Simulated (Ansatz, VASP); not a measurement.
# One calculation of W, two programs

INCAR

```
SYSTEM = W
PREC     = Accurate       ! precision mode
ENCUT    = 520            ! plane-wave cutoff, eV
EDIFF    = 1E-6           ! SCF threshold, eV
ISMEAR   = 0              ! smearing method
SIGMA    = 0.1            ! smearing width, eV
LREAL    = .FALSE.        ! projectors in reciprocal space
LASPH    = .TRUE.         ! aspherical terms in the spheres
NELM     = 60             ! most SCF steps
ALGO     = Normal         ! electronic algorithm
ISIF     = 2              ! what is computed and relaxed
LWAVE    = .FALSE.        ! write WAVECAR
LCHARG   = .FALSE.        ! write CHGCAR
GGA      = PE             ! functional
NBANDS   = 13             ! bands
```

File KPOINTS:

```
Automatic mesh
0
G
  18 18 18
  0 0 0
```

The input POSCAR:

```
W
1.0
    0.0000000000      2.0003011000      2.0003011000
    2.0003011000      0.0000000000      2.0003011000
    2.0003011000      2.0003011000      0.0000000000
W
1
Direct
    0.0000000000      0.0000000000      0.0000000000
```

Input for Ansatz:

```yaml
crystal:
  lattice:
    - [0.0, 2.0003011, 2.0003011]
    - [2.0003011, 0.0, 2.0003011]
    - [2.0003011, 2.0003011, 0.0]
  atoms:
    - { symbol: W, position: [0.0, 0.0, 0.0] }
basis:
  ecutwfc: 420
kpoints:
  mp_grid: { grid: [18, 18, 18] }
hamiltonian:
  xc: pbe
scf:
  occupations: { method: gaussian, width: 0.1 }
output:
  forces: true
  stress: true
  eigenvalues: true
```

Alike in both runs: task single point; functional PBE; k mesh 18 × 18 × 18; occupations gaussian, width 0.1 eV; no spin polarisation.

|  | VASP | Ansatz |
| --- | --- | --- |
| version | VASP 6.6.1 | Ansatz 0.2.0 |
| potentials or method | VASP PAW PBE potentials, release 64 (W_sv), cutoff 520 eV | scalar-relativistic, plane waves, PAW |
| valence electrons in the cell | 14 | 14 |

VASP gave:

* gap on the k mesh at the Fermi level (eV): none
* pressure (GPa): 8.8

Task: What did Ansatz give for the same quantities?

Result: gap on the k mesh at the Fermi level (eV): none; pressure (GPa): 8.1.

A gap of «none» marks a metal or a gap that the smearing closes.

Spin-orbit coupling is off throughout.
